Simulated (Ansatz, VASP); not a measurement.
## Rb: VASP beside Ansatz

File INCAR:

```
  ALGO = Fast
  EDIFF = 1E-6
  ENCUT = 520
  GGA = PS
  ISIF = 2
  ISMEAR = 0
  LASPH = True
  LCHARG = False
  LREAL = False
  LWAVE = False
  NBANDS = 10
  NELM = 100
  PREC = Accurate
  SIGMA = 0.15
```

File KPOINTS:

```
k-points
0
Gamma
  12 12 12
```

File POSCAR:

```
Rb
1.0
   -2.8761500000      2.8761500000      2.8060000000
    2.8761500000     -2.8761500000      2.8060000000
    2.8761500000      2.8761500000     -2.8060000000
Rb
1
Direct
    0.0000000000      0.0000000000      0.0000000000
```

Input for Ansatz:

```yaml
crystal:
  lattice:
    - [-2.87615, 2.87615, 2.806]
    - [2.87615, -2.87615, 2.806]
    - [2.87615, 2.87615, -2.806]
  atoms:
    - { symbol: Rb, position: [0.0, 0.0, 0.0] }
basis:
  ecutwfc: 420
kpoints:
  mp_grid: { grid: [12, 12, 12] }
hamiltonian:
  xc: pbesol
scf:
  occupations: { method: gaussian, width: 0.15 }
output:
  forces: true
  stress: true
  eigenvalues: true
  write_density: true
  write_potential: true
  elf: true
  volumetric_format: npy
```

Change from the starting cell: strain +0.025 along x and y, +0.000 along z, atoms carried along.

Alike in both runs: task single point; functional PBEsol; k mesh 12 × 12 × 12; occupations gaussian, width 0.15 eV; no spin polarisation.

|  | VASP | Ansatz |
| --- | --- | --- |
| version | VASP 6.6.1 | Ansatz 0.2.0 |
| potentials or method | VASP PAW PBE potentials, release 64 (Rb_sv), cutoff 520 eV | scalar-relativistic, plane waves, PAW |
| valence electrons in the cell | 9 | 9 |

```csv
,VASP,Ansatz,Ansatz less VASP
gap on the k mesh at the Fermi level (eV),none,none,-
pressure (GPa),-0.2,-0.2,0.00
```

VASP's potentials were made for PBE, not for PBEsol. A gap of «none» marks a metal or a gap that the smearing closes. The functional is the same, so the differences come from potentials, cutoffs and numerics.
